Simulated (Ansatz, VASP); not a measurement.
SrTiO3 in VASP and in Ansatz

Contents of INCAR:

```
SYSTEM = SrTiO3
PREC = Accurate
ENCUT = 520
EDIFF = 1E-8
ISMEAR = -1
SIGMA = 0.05
LREAL = .False.
LASPH = .True.
NELM = 80
ALGO = Normal
ISIF = 2
LWAVE = .False.
LCHARG = .False.
GGA = PE
LEFG = .True.
NBANDS = 28
```

Contents of KPOINTS:

```
regular mesh
0
Gamma
  7 7 7
  0 0 0
```

Contents of POSCAR:

```
SrTiO3
1.0
    3.9179735172      0.0000000000      0.0000000000
    0.0000000000      3.9179735172      0.0000000000
    0.0000000000      0.0000000000      3.9179735172
Sr Ti O
1 1 3
Direct
    0.0000000000      0.0000000000      0.0000000000
    0.5000000000      0.5000000000      0.5000000000
    0.0000000000      0.5000000000      0.5000000000
    0.5000000000      0.0000000000      0.5000000000
    0.5000000000      0.5000000000      0.0000000000
```

Input for Ansatz:

```yaml
crystal:
  lattice:
    - [3.9179735172, 0.0, 0.0]
    - [0.0, 3.9179735172, 0.0]
    - [0.0, 0.0, 3.9179735172]
  atoms:
    - { symbol: Sr, position: [0.0, 0.0, 0.0] }
    - { symbol: Ti, position: [0.5, 0.5, 0.5] }
    - { symbol: O, position: [0.0, 0.5, 0.5] }
    - { symbol: O, position: [0.5, 0.0, 0.5] }
    - { symbol: O, position: [0.5, 0.5, 0.0] }
kpoints:
  mp_grid: { grid: [7, 7, 7] }
scf:
  occupations: { method: fermi_dirac, width: 0.05 }
hamiltonian:
  xc: pbe
  pseudopotentials: { kind: paw }
output:
  forces: true
  stress: true
  eigenvalues: true
  efg: { contact_densities: true }
```

Change from the starting cell: volume scaled by 1.01, PAW files.

Alike in both runs: task electric field gradients; functional PBE; k mesh 7 × 7 × 7; occupations fermi-dirac, width 0.05 eV; no spin polarisation.

|  | VASP | Ansatz |
| --- | --- | --- |
| version | VASP 6.6.1 | Ansatz 0.2.0 |
| potentials or method | VASP PAW PBE potentials, release 64 (Sr_sv, Ti_sv, O) | PAW with Ansatz's default frozen-core files, scalar-relativistic |
| plane-wave cutoff (eV) | 520 | 420 |
| valence electrons in the cell | 40 | 40 |

Ansatz gave:

- gap on the k mesh at the Fermi level (eV): 1.93
- pressure (GPa): 2.5
- size of Vzz on the site where it differs most (V/Å²): 14.0

**Question.** What did VASP give for the same quantities?

**Answer.** gap on the k mesh at the Fermi level (eV): 1.90; pressure (GPa): 3.1; size of Vzz on the site where it differs most (V/Å²): 12.4.
